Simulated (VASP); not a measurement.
A run of VASP 6.6.1:

Contents of INCAR:

```
SYSTEM = Li4ZrN2
PREC = Accurate
ENCUT = 520
EDIFF = 1E-6
ISMEAR = 0
SIGMA = 0.2
LREAL = .False.
LASPH = .True.
NELM = 100
ALGO = Normal
ISIF = 2
LWAVE = .False.
LCHARG = .False.
GGA = PE
NBANDS = 26
```

File KPOINTS:

```
regular mesh
0
Gamma
  6 6 6
  0 0 0
```

The input POSCAR:

```
Li4ZrN2
1.0
    0.0000000000      3.6158622016      0.0000000000
   -1.9447017562      0.0000000000      4.6323485055
    5.6825759388     -1.8079311008      0.0009957120
Li Zr N
4 1 2
Direct
    0.1304121683      0.1214469867      0.2608243367
    0.0322366755      0.4856181657      0.0644733510
    0.4712070717      0.8781078768      0.9424141434
    0.3738047955      0.2388974445      0.7476095910
    0.7751626402      0.7026184430      0.5503252805
    0.9334003565      0.0631719763      0.8668007129
    0.2837762825      0.5101400770      0.5675525649
```

Potentials or basis: VASP PAW PBE potentials, release 64 (Li_sv, Zr_sv, N).

The run is started by

```sh
$ cat potpaw_PBE.64/Li_sv/POTCAR potpaw_PBE.64/Zr_sv/POTCAR potpaw_PBE.64/N/POTCAR > POTCAR
$ mpirun -np 1 vasp_std > vasp.out
```

Hardware: 1 thread of Oxide Virtual Turin-like Processor (shared host).

Estimate the wall time of this run.

Run time: 4 min on 1 thread of Oxide Virtual Turin-like Processor, on a shared host, peak memory 0.28 GiB. Counts: scf iterations 15, k points 68.
